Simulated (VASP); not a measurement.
A run of VASP 6.6.1:

The input INCAR:

```
SYSTEM = Na
PREC = Accurate
ENCUT = 520
EDIFF = 1E-7
ISMEAR = 0
SIGMA = 0.01
LREAL = .False.
LASPH = .True.
NELM = 80
ALGO = Normal
ISIF = 2
LWAVE = .False.
LCHARG = .False.
NBANDS = 10
```

The input KPOINTS:

```
regular mesh
0
Gamma
  11 11 11
  0 0 0
```

Contents of POSCAR:

```
Na
1.0
   -2.0287155323      2.0287155323      2.0287155323
    2.0287155323     -2.0287155323      2.0287155323
    2.0287155323      2.0287155323     -2.0287155323
Na
1
Direct
    0.0000000000      0.0000000000      0.0000000000
```

Potentials or basis: VASP PAW LDA potentials, release 64 (Na_pv).

The run is started by

```console
$ cat potpaw_LDA.64/Na_pv/POTCAR > POTCAR
$ mpirun -np 1 vasp_std > vasp.out
```

Hardware: 1 thread of Intel(R) Xeon(R) Platinum 8488C (Sapphire Rapids), on a shared host.

How long does it take, and how much memory?

Wall time 8.6 s on 1 thread of Intel(R) Xeon(R) Platinum 8488C (Sapphire Rapids) (shared host), peak memory 0.13 GiB. Counts: scf iterations 10, k points 56.
